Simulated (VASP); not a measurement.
Here is a VASP 6.6.1 calculation.

INCAR

```
AGGAC = 1.0 ; AGGAX = 1.0
ALDAC = 0.0 ; ALDAX = 1.0
ALGO = Normal ; EDIFF = 1E-7
ENCUT = 520 ; GGA = B5
ISIF = 2 ; ISMEAR = -1
LASPH = T ; LCHARG = F
LREAL = F ; LWAVE = F
NBANDS = 12 ; NELM = 80
PREC = Accurate ; SIGMA = 0.1
```

File KPOINTS:

```
k-points
0
Gamma
  12 12 10
```

POSCAR

```
As
1.0
   -5.7059843207      6.0934085638      1.3974813770
    6.0934085638     -5.7059843207      1.3974813770
    2.4768958926      2.4768958926     -0.6879131663
As
2
Direct
    0.9249950251      0.0750049749      0.0000000000
    0.8250049749      0.1749950251      0.5000000000
```

Potentials or basis: VASP PAW PBE potentials, release 64 (As).

Run with:

```console
$ cat potpaw_PBE.64/As/POTCAR > POTCAR
$ mpirun -np 1 vasp_std > vasp.out
```

Q: What does it give for the band gap on the k mesh?

A: Zero (bands 5 and 6 overlap by 4.29 eV).

Q: Estimate the largest force.

A: 0.976 eV/Å.

Q: Predict the pressure.

A: 3.1 GPa.

Stress tensor (GPa, compression positive):
```
 3.34  0.24 -0.12
 0.24  3.34 -0.12
-0.12 -0.12  2.72
```

Caveat: the cell stands under pressure; the PAW data sets were made with another functional, which shifts forces and pressure a little.
